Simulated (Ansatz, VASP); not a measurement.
# TiAl: VASP beside Ansatz

```xyz
6
Lattice="3.2116 0.0000 0.0000 0.0000 3.2116 0.0000 0.0000 0.0000 9.6349" Properties=species:S:1:pos:R:3 pbc="T T T"
Al    0.0000    0.0000    0.0000
Al    1.6058    1.6058    1.6058
Al    0.0000    0.0000    3.2116
Ti    1.6058    1.6058    4.8174
Ti    0.0000    0.0000    6.4232
Ti    1.6058    1.6058    8.0291
```

Alike in both runs: task relaxation of cell and atoms; functional PBEsol; k mesh 12 × 12 × 4; occupations gaussian, width 0.1 eV; no spin polarisation.

```csv
,VASP,Ansatz
version,VASP 6.6.1,Ansatz 0.2.0
potentials or method,"VASP PAW PBE potentials, release 64 (Al, Ti_sv), cutoff 600 eV","scalar-relativistic, plane waves, PAW"
valence electrons in the cell,45,45
```

```tsv
	VASP	Ansatz	Ansatz less VASP
gap on the k mesh at the Fermi level, each at its own relaxed structure (eV)	none	none	-
relaxed volume (Å³/atom)	16.37	16.38	+0.008
relaxed cell length with the largest relative difference (Å)	3.394	3.396	+0.0014
```

VASP's potentials were made for PBE, not for PBEsol. A gap of «none» marks a metal or a gap that the smearing closes.
